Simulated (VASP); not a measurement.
# WC (Fm-3m) in VASP: a series of runs, part 2 of 3

VASP 6.6.1. The steps go on from the part before.

### 3 Relaxation of cell and atoms, PBEsol+U

INCAR

```
PREC = Accurate ; ENCUT = 600
EDIFF = 1E-6 ; ISMEAR = -1
SIGMA = 0.05 ; LREAL = F
LASPH = T ; NELM = 150
ALGO = Normal ; ISIF = 3
LWAVE = F ; LCHARG = F
LMAXMIX = 4 ; LDAU = T
LDAUTYPE = 2 ; LDAUL = 2 -1
LDAUU = 5 0 ; LDAUJ = 0 0
LDAUPRINT = 1 ; GGA = PS
IBRION = 2 ; NSW = 60
EDIFFG = -0.01
```

KPOINTS

```
regular mesh
0
Gamma
  10 10 10
```

POSCAR

```
WC
1.0
    0.0000000000      2.1926840000      2.1926840000
    2.1926840000      0.0000000000      2.1926840000
    2.1926840000      2.1926840000      0.0000000000
W C
1 1
Direct
    0.0000000000      0.0000000000      0.0000000000
    0.5000000000      0.5000000000      0.5000000000
```

Potentials or basis: VASP PAW PBE potentials, release 64 (W_sv, C).

Run with:

```
$ cat potpaw_PBE.64/W_sv/POTCAR potpaw_PBE.64/C/POTCAR > POTCAR
$ mpirun -np 1 vasp_std > vasp.out
```

OUTCAR:

```text
PREC = Accurate
   ENCUT = 600
   EDIFF = 1E-6
   ISMEAR = -1
   LREAL = F
   LASPH = T
   NELM = 150
   ISIF = 3
   GGA = PS
   IBRION = 2
   NSW = 60
   EDIFFG = -0.01

 ion  position               nearest neighbor table
   1  0.000  0.000  0.000-   2 2.19   2 2.19   2 2.19   2 2.19   2 2.19   2 2.19
   2  0.500  0.500  0.500-   1 2.19   1 2.19   1 2.19   1 2.19   1 2.19   1 2.19

  LATTYP: Found a face centered cubic cell.
 ALAT       =     4.3853680000

  Lattice vectors:

 A1 = (   0.0000000000,   2.1926840000,   2.1926840000)
 A2 = (   2.1926840000,   0.0000000000,   2.1926840000)
 A3 = (   2.1926840000,   2.1926840000,   0.0000000000)

Analysis of symmetry for initial positions (statically):
=====================================================================
 Subroutine PRICEL returns:
 Original cell was already a primitive cell.

 Routine SETGRP: Setting up the symmetry group for a
 face centered cubic supercell.

 Subroutine GETGRP returns: Found 48 space group operations
 (whereof 48 operations were pure point group operations)
 out of a pool of 48 trial point group operations.

The static configuration has the point symmetry O_h .

Analysis of symmetry for dynamics (positions and initial velocities):
=====================================================================
 Subroutine PRICEL returns:
 Original cell was already a primitive cell.

 Routine SETGRP: Setting up the symmetry group for a
 face centered cubic supercell.

 Subroutine GETGRP returns: Found 48 space group operations
 (whereof 48 operations were pure point group operations)
 out of a pool of 48 trial point group operations.

The dynamic configuration has the point symmetry O_h .

 Subroutine INISYM returns: Found 48 space group operations
[... 242 lines left out ...]
  o =  0.3288  v =  0.0000 -0.9506  0.0000 -0.3103  0.0000  0.0000  0.0000  0.0000  0.0000  0.0000      0.0000  0.0000  0.0000  0.0000  0.0000  0.0000  0.0000  0.0000  0.0000  0.0000
  o =  0.3288  v =  0.0000  0.0000  0.0000  0.0000  0.0000  0.0000 -0.9506  0.0000 -0.3103  0.0000      0.0000  0.0000  0.0000  0.0000  0.0000  0.0000  0.0000  0.0000  0.0000  0.0000
  o =  0.3288  v =  0.0000  0.0000  0.0000  0.0000  0.0000  0.0000 -0.3103  0.0000  0.9506 -0.0000      0.0000  0.0000  0.0000  0.0000  0.0000  0.0000  0.0000  0.0000  0.0000  0.0000
  o =  0.3288  v =  0.0000 -0.3103  0.0000  0.9506 -0.0000  0.0000  0.0000  0.0000  0.0000  0.0000      0.0000  0.0000  0.0000  0.0000  0.0000  0.0000  0.0000  0.0000  0.0000  0.0000
  o =  0.3288  v =  1.0000  0.0000  0.0000  0.0000  0.0000  0.0000  0.0000  0.0000  0.0000  0.0000      0.0000  0.0000  0.0000  0.0000  0.0000  0.0000  0.0000  0.0000  0.0000  0.0000
  o =  0.3288  v =  0.0000  0.0000  0.0000  0.0000  0.0000  1.0000  0.0000  0.0000  0.0000  0.0000      0.0000  0.0000  0.0000  0.0000  0.0000  0.0000  0.0000  0.0000  0.0000  0.0000
  o =  0.3375  v =  0.0000  0.0000  0.0000  0.0000  0.0000  0.0000  0.0000 -0.4361  0.0000  0.8999      0.0000  0.0000  0.0000  0.0000  0.0000  0.0000  0.0000  0.0000  0.0000  0.0000
  o =  0.3375  v =  0.0000  0.0000 -0.4361  0.0000  0.8999  0.0000  0.0000  0.0000  0.0000  0.0000      0.0000  0.0000  0.0000  0.0000  0.0000  0.0000  0.0000  0.0000  0.0000  0.0000
  o =  0.3375  v =  0.0000  0.0000  0.8999 -0.0000  0.4361  0.0000  0.0000  0.0000  0.0000  0.0000      0.0000  0.0000  0.0000  0.0000  0.0000  0.0000  0.0000  0.0000  0.0000  0.0000
  o =  0.3375  v =  0.0000  0.0000  0.0000  0.0000  0.0000  0.0000  0.0000  0.8999 -0.0000  0.4361      0.0000  0.0000  0.0000  0.0000  0.0000  0.0000  0.0000  0.0000  0.0000  0.0000

--------------------------------------- Ionic step        3  -------------------------------------------

 number of electron      18.0000001 magnetization

 Free energy of the ion-electron system (eV)
  ---------------------------------------------------
  ext. energy  EPLUGINS =         0.00000000
  ---------------------------------------------------
  free energy    TOTEN  =       -17.39581927 eV

  energy without entropy =      -17.38861751  energy(sigma->0) =      -17.39221839

 E-fermi :  12.7603     XC(G=0): -13.8496

 val. band max:       12.7197724690   @ k =   0.3000   0.2000   0.1000
 cond. band min:      12.8246420123   @ k =  -0.3000   0.3000   0.1000
 fundamental gap:      0.1048695433
 Fermi energy:        12.7602883810

 k-point     1 :       0.0000    0.0000    0.0000
  band No.  band energies     occupation
      1     -63.4801      2.00000
      2     -27.4419      2.00000
      3     -27.4419      2.00000
      4     -27.4419      2.00000
      5      -3.4195      2.00000
      6      10.0042      2.00000
      7      10.0042      2.00000
      8      10.0042      2.00000
      9      11.4342      2.00000
     10      11.4342      2.00000
     11      11.4342      2.00000
     12      11.8089      2.00000
     13      11.8089      2.00000
[... 354 lines left out ...]
  band No.  band energies     occupation
      1     -63.4412      2.00000
      2     -27.8643      2.00000
      3     -27.6157      2.00000
      4     -27.5984      2.00000
      5      -0.8049      2.00000
      6       5.4019      2.00000
      7       7.1328      2.00000
      8       8.8995      2.00000
      9       9.7690      2.00000
     10      13.8066      0.00000
     11      15.1973      0.00000
     12      15.4896      0.00000
     13      18.8966      0.00000

 [... further k-points ...]
[... 5 lines left out ...]
  --------------------------------------------------------------------------------------
  -------------------------------------------------------------------------------------
  Total        0.0005124      0.0005124      0.0005124      0.0000000      0.0000000     -0.0000000
  in kB        0.0389108      0.0389108      0.0389108      0.0000000      0.0000000     -0.0000000
  external PRESSURE =       0.0389108 kB  Pullay stress =       0.0000000 kB
[... 17 lines left out ...]
  FREE ENERGIE OF THE ION-ELECTRON SYSTEM (eV)
  ---------------------------------------------------
  free  energy   TOTEN  =       -17.3958192660 eV

  energy  without entropy=      -17.3886175109  energy(sigma->0) =      -17.39221839

 reached required accuracy - stopping structural energy minimisation
```

OSZICAR:

```text
N       E                     dE             d eps       ncg     rms          rms(c)
DAV:   1     0.120236031751E+03    0.12024E+03   -0.10593E+04  1230   0.169E+03
[... 19 lines left out ...]
       N       E                     dE             d eps       ncg     rms          rms(c)
DAV:   1    -0.173964699389E+02   -0.76043E-03   -0.15725E-02  1302   0.183E+00    0.333E-01
DAV:   2    -0.173959083821E+02    0.56156E-03   -0.15105E-03  1382   0.468E-01    0.717E-02
DAV:   3    -0.173958288878E+02    0.79494E-04   -0.15953E-04  1437   0.111E-01    0.244E-02
DAV:   4    -0.173958175153E+02    0.11372E-04   -0.40769E-05  1477   0.718E-02    0.250E-02
DAV:   5    -0.173958192694E+02   -0.17541E-05   -0.19329E-06  1289   0.168E-02    0.158E-03
DAV:   6    -0.173958192660E+02    0.33579E-08   -0.25182E-07   636   0.455E-03
   3 F= -.17395819E+02 E0= -.17392218E+02  d E =-.127697E-04
```

CONTCAR:

```text
WC
   1.00000000000000
    -0.0000000000000000    2.1932097554844097    2.1932097554844097
     2.1932097554844097   -0.0000000000000000    2.1932097554844097
     2.1932097554844097    2.1932097554844097   -0.0000000000000000
  W               C
     1     1
Direct
     0.0000000000000000    0.0000000000000000    0.0000000000000000
     0.5000000000000000    0.5000000000000000    0.5000000000000000

  0.00000000E+00  0.00000000E+00  0.00000000E+00
  0.00000000E+00  0.00000000E+00  0.00000000E+00
```

Run time: 27 s. Hardware: 1 thread of Intel Xeon Platinum 8488C (Sapphire Rapids), shared host; peak memory 0.17 GiB.

What came out:

| Item | Value |
| --- | --- |
| Free energy | -17.3958 eV |
| Relaxed volume | 10.55 Å³/atom |
| Relaxed cell | a = 3.102 Å, b = 3.102 Å, c = 3.102 Å, α = 60.00°, β = 60.00°, γ = 60.00° |
| Space group after relaxing (to 0.05 Å) | Fm-3m (No. 225) |
| Energy gained by relaxing | 0.0 meV/atom |
| Ionic steps | 3 |
| Pressure after relaxing | 0.0 GPa |

Final structure:
```
W C
1.0
     0.00000    2.19321    2.19321
     2.19321    0.00000    2.19321
     2.19321    2.19321    0.00000
W C
1 1
Direct
  0.00000 0.00000 0.00000
  0.50000 0.50000 0.50000
```

Eigenvalues of the final occupation matrices:
```csv
site,spin,trace,eigenvalues
site 1 d,1,1.66,0.33 0.33 0.33 0.34 0.34
site 1 d,2,1.66,0.33 0.33 0.33 0.34 0.34
```

Caveat: the bands computed are all filled at some k points, so no gap is given; the PAW data sets were made with another functional, which shifts forces and pressure a little; spin-orbit coupling is left out, which moves the levels of the heavy elements; the U is typed as a test and isn't derived for this compound.

### 4 Relaxation of cell and atoms, PBEsol+U

INCAR

```
  PREC = Accurate
  ENCUT = 600
  EDIFF = 1E-6
  ISMEAR = -1
  SIGMA = 0.05
  LREAL = F
  LASPH = T
  NELM = 150
  ALGO = Normal
  ISIF = 3
  LWAVE = F
  LCHARG = F
  LMAXMIX = 4
  LDAU = T
  LDAUTYPE = 2
  LDAUL = 2 -1
  LDAUU = 6 0
  LDAUJ = 0 0
  LDAUPRINT = 1
  GGA = PS
  IBRION = 2
  NSW = 60
  EDIFFG = -0.01
```

KPOINTS

```
Automatic mesh
0
Gamma
  10 10 10
```

POSCAR is that of step 3.

Run with:

```
$ cat potpaw_PBE.64/W_sv/POTCAR potpaw_PBE.64/C/POTCAR > POTCAR
$ mpirun -np 1 vasp_std > vasp.out
```

Wall time 31 s (1 thread of Intel Xeon Platinum 8488C (Sapphire Rapids), shared host); peak memory 0.17 GiB.

It converged, with:

```
Free energy                            : -16.2899 eV
Relaxed volume                         : 10.61 Å³/atom
Relaxed cell                           : a = 3.108 Å, b = 3.108 Å, c = 3.108 Å, α = 60.00°, β = 60.00°, γ = 60.00°
Space group after relaxing (to 0.05 Å) : Fm-3m (No. 225)
Energy gained by relaxing              : 0.5 meV/atom
Ionic steps                            : 3
Pressure after relaxing                : 0.0 GPa
```

The path:
```
step  energy change (eV)  largest force (eV/Å)  pressure (GPa)  volume (Å³)
   1              0.0000                0.0000            2.43        21.08
   2              0.0054                0.0000           -5.81        21.57
   3             -0.0010                0.0000           -0.01        21.22
```

Final structure:
```
W C
1.0
     0.00000    2.19749    2.19749
     2.19749    0.00000    2.19749
     2.19749    2.19749    0.00000
W C
1 1
Direct
  0.00000 0.00000 0.00000
  0.50000 0.50000 0.50000
```

Levels at points of the mesh, in eV from the Fermi level:
```
           k point  band 6  band 7  band 8  band 9  band 10  band 11  band 12  band 13
(0.00, 0.00, 0.00)   -2.73   -2.73   -2.73   -1.37    -1.37    -1.37    -0.92    -0.92
(0.50, 0.00, 0.00)  -10.12   -6.62   -6.62    1.10     1.10     2.21     4.31     8.64
(0.50, 0.50, 0.00)   -6.08   -5.81   -2.88   -2.88     0.90     2.34     2.34     4.97
```

Eigenvalues of the final occupation matrices:
```csv
site,spin,trace,eigenvalues
site 1 d,1,1.64,0.33 0.33 0.33 0.33 0.33
site 1 d,2,1.64,0.33 0.33 0.33 0.33 0.33
```

Caveat: the bands computed are all filled at some k points, so no gap is given; the PAW data sets were made with another functional, which shifts forces and pressure a little; spin-orbit coupling is left out, which moves the levels of the heavy elements; the U is typed as a test and isn't derived for this compound.

### 5 Relaxation of cell and atoms, PBEsol+U

INCAR

```
PREC = Accurate
ENCUT = 600
EDIFF = 1E-6
ISMEAR = -1
SIGMA = 0.05
LREAL = F
LASPH = T
NELM = 150
ALGO = Normal
ISIF = 3
LWAVE = F
LCHARG = F
LMAXMIX = 4
LDAU = T
LDAUTYPE = 2
LDAUL = 2 -1
LDAUU = 8 0
LDAUJ = 0 0
LDAUPRINT = 1
GGA = PS
IBRION = 2
NSW = 60
EDIFFG = -0.01
```

KPOINTS

```
regular mesh
0
Gamma
  10 10 10
```

POSCAR is that of step 4.

Run with:

```
$ cat potpaw_PBE.64/W_sv/POTCAR potpaw_PBE.64/C/POTCAR > POTCAR
$ mpirun -np 1 vasp_std > vasp.out
```

It took 38 s on 1 thread of Intel Xeon Platinum 8488C (Sapphire Rapids), shared host; peak memory 0.18 GiB.

Results (log left out):

* Free energy: -14.0994 eV
* Relaxed volume: 10.75 Å³/atom
* Relaxed cell: a = 3.121 Å, b = 3.121 Å, c = 3.121 Å, α = 60.00°, β = 60.00°, γ = 60.00°
* Space group after relaxing (to 0.05 Å): Fm-3m (No. 225)
* Energy gained by relaxing: 4.3 meV/atom
* Ionic steps: 3
* Pressure after relaxing: -0.1 GPa

Step by step:
```tsv
step	energy change (eV)	largest force (eV/Å)	pressure (GPa)	volume (Å³)
1	0.0000	0.0000	6.97	21.08
2	0.0421	0.0000	-15.13	22.52
3	-0.0085	0.0000	-0.10	21.49
```

Final structure:
```
W C
1.0
     0.00000    2.20673    2.20673
     2.20673    0.00000    2.20673
     2.20673    2.20673    0.00000
W C
1 1
Direct
  0.00000 0.00000 0.00000
  0.50000 0.50000 0.50000
```

Levels at points of the mesh, in eV from the Fermi level:
```csv
k point,band 7,band 8,band 9,band 10,band 11,band 12
"(0.00, 0.00, 0.00)",-2.67,-2.67,-1.46,-1.46,-1.46,-0.85
"(0.50, 0.00, 0.00)",-6.54,-6.54,1.12,1.12,2.14,4.09
"(0.50, 0.50, 0.00)",-5.73,-2.99,-2.99,0.95,2.34,2.34
```

Eigenvalues of the final occupation matrices:
| site | spin | trace | eigenvalues |
| --- | --- | --- | --- |
| site 1 d | 1 | 1.60 | 0.32 0.32 0.32 0.32 0.32 |
| site 1 d | 2 | 1.60 | 0.32 0.32 0.32 0.32 0.32 |

Caveat: the bands computed are all filled at some k points, so no gap is given; the PAW data sets were made with another functional, which shifts forces and pressure a little; spin-orbit coupling is left out, which moves the levels of the heavy elements; the U is typed as a test and isn't derived for this compound.

(Continued in part 3 of 3.)
